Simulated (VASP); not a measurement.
# CdS: single point with PBE

CdS:

```
Cd S
1.0
     3.84104    0.00000    0.00000
    -1.92052    3.32644    0.00000
     0.00000    0.00000    6.44527
Cd S
2 2
Direct
  0.00000 0.00000 0.00000
  0.00000 0.00000 0.50000
  0.33333 0.66667 0.25000
  0.66667 0.33333 0.75000
```

* Program: VASP 6.6.1
* Task: single point
* Functional: PBE
* Potentials or basis: VASP PAW PBE potentials, release 64 (Cd, S)
* Cutoff: 520 eV
* k mesh: 12 × 12 × 4
* Occupations: fermi-dirac, width 0.02 eV
* Spin: non-collinear spin, zero start, spin-orbit coupling
* Starting moments: [[0.0, 0.0, 0.0], [0.0, 0.0, 0.0], [0.0, 0.0, 0.0], [0.0, 0.0, 0.0]] μB
* Dipole correction: no
* Further INCAR settings: ALGO = Normal; EDIFF = 1e-06; NBANDS = 50

```
Pressure                                              : 2.1 GPa
Net moment                                            : 0.00 μB per cell
Valence electrons inside the program's atomic spheres : Cd 10.22; S 3.71
```

Stress tensor (GPa, compression positive):
```
2.17 0.00 0.00
0.00 2.17 0.00
0.00 0.00 2.05
```

Moments on the atoms (μB; x, y, z):
```
Cd  0.00 0.00 0.00
Cd  0.00 0.00 0.00
S   0.00 0.00 0.00
S   0.00 0.00 0.00
```

Run time: 8.6 min on 1 thread of Oxide Virtual Turin-like Processor, with other jobs on the host, peak memory 0.53 GiB.
